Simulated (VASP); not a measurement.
## Ba16H (a cell with a defect): single point with PBE

Ba16H (a cell with a defect):

```
Ba H
1.0
    10.04000    0.00000    0.00000
     0.00000   10.04000    0.00000
     0.00000    0.00000   10.04000
Ba H
16 1
Direct
  0.01558 0.00327 0.00141
  0.47975 0.01995 0.02209
  0.97472 0.52397 0.01800
  0.01262 0.00078 0.53051
  0.24058 0.25272 0.27956
  0.49763 0.49505 0.97720
  0.52899 0.03085 0.50640
  0.75931 0.25006 0.19088
  0.00360 0.50618 0.48250
  0.25111 0.74576 0.26148
  0.25186 0.24087 0.77451
  0.49576 0.48079 0.52227
  0.74796 0.73157 0.25747
  0.77159 0.28986 0.76376
  0.28253 0.75302 0.74721
  0.76193 0.76837 0.71829
  0.64687 0.25858 0.96955
```

```json
{"Program": "VASP 6.6.1", "Task": "single point", "Functional": "PBE", "Potentials or basis": "VASP PAW PBE potentials, release 64 (Ba_sv, H)", "Cutoff": "520 eV", "k mesh": "1 × 1 × 1", "Occupations": "fermi-dirac, width 0.15 eV", "Spin": "no spin polarisation", "Dipole correction": "no", "Further INCAR settings": "LREAL = Auto; ALGO = Normal; EDIFF = 1e-06; NBANDS = 94"}
```

```yaml
Pressure: -0.6 GPa
Largest_force: 1.013 eV/Å
```

Forces in eV/Å, atoms in the order of the input:
```
Ba  -0.080 -0.277  0.061
Ba   0.595 -0.016 -0.239
Ba   0.887  0.009 -0.490
Ba   0.022  0.144 -0.530
Ba   0.057  0.008 -0.384
Ba   0.128 -0.142  0.459
Ba  -0.275 -0.188 -0.085
Ba  -0.042  0.063  0.880
Ba   0.018 -0.110  0.477
Ba   0.145  0.088  0.068
Ba  -0.236  0.393 -0.337
Ba   0.180  0.213 -0.466
Ba  -0.237  0.530 -0.027
Ba   0.060 -0.475 -0.249
Ba  -0.491  0.087  0.014
Ba  -0.226 -0.281  0.643
H   -0.505 -0.045  0.206
```

Stress tensor (GPa, compression positive):
```
-0.49 -0.01 -0.01
-0.01 -0.74 -0.02
-0.01 -0.02 -0.63
```

Levels at points of the mesh, in eV from the Fermi level:
```tsv
k point	band 78	band 79	band 80	band 81	band 82	band 83
(0.00, 0.00, 0.00)	-0.63	-0.59	-0.25	0.27	0.30	0.32
```

It took 3.9 min on 1 thread of Intel(R) Xeon(R) Platinum 8559C (Emerald Rapids), on a shared host, peak memory 0.92 GiB.

Caveat: the k points lie up to 0.63 Å⁻¹ apart; spin-orbit coupling is left out, which moves the levels of the heavy elements.
